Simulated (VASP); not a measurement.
Wanted: the native input for a VASP 6.6.1 run.

```
Task                   : single point
Functional             : LDA
Potentials or basis    : VASP PAW LDA potentials, release 64 (Ba_sv, Pt, O)
Cutoff                 : 520 eV
k mesh                 : 6 × 6 × 6
Occupations            : methfessel-paxton, width 0.05 eV
Spin                   : no spin polarisation
Dipole correction      : no
Further INCAR settings : ALGO = Normal; EDIFF = 1e-06; NBANDS = 27
```

The structure of BaPtO3 lies in POSCAR:

```
BaPtO3
1.0
    4.1381810000      0.0000000000      0.0000000000
    0.0000000000      4.1381810000      0.0000000000
    0.0000000000      0.0000000000      4.1381810000
Ba Pt O
1 1 3
Direct
    0.0000000000      0.0000000000      0.0000000000
    0.5000000000      0.5000000000      0.5000000000
    0.5000000000      0.5000000000      0.0000000000
    0.5000000000      0.0000000000      0.5000000000
    0.0000000000      0.5000000000      0.5000000000
```

One way to write it, as run:

INCAR

```
PREC = Accurate
ENCUT = 520
EDIFF = 1E-6
ISMEAR = 1
SIGMA = 0.05
LREAL = F
LASPH = T
NELM = 100
ALGO = Normal
ISIF = 2
LWAVE = F
LCHARG = F
GGA = CA
NBANDS = 27
```

KPOINTS

```
Automatic mesh
0
Gamma
  6 6 6
```

Potentials or basis: VASP PAW LDA potentials, release 64 (Ba_sv, Pt, O).

Run with:

```bash
$ cat potpaw_LDA.64/Ba_sv/POTCAR potpaw_LDA.64/Pt/POTCAR potpaw_LDA.64/O/POTCAR > POTCAR
$ mpirun -np 1 vasp_std > vasp.out
```

Results of the run:

```
Pressure               : -11.2 GPa
Band gap on the k mesh : zero (band 19 reaches 4.43 eV, above the bottom of band 20 at 2.73 eV)
```

Caveat: spin-orbit coupling is left out, which moves the levels of the heavy elements.

It took 41 s on 1 thread of Intel Xeon 8259CL (shared host), peak memory 0.18 GiB.
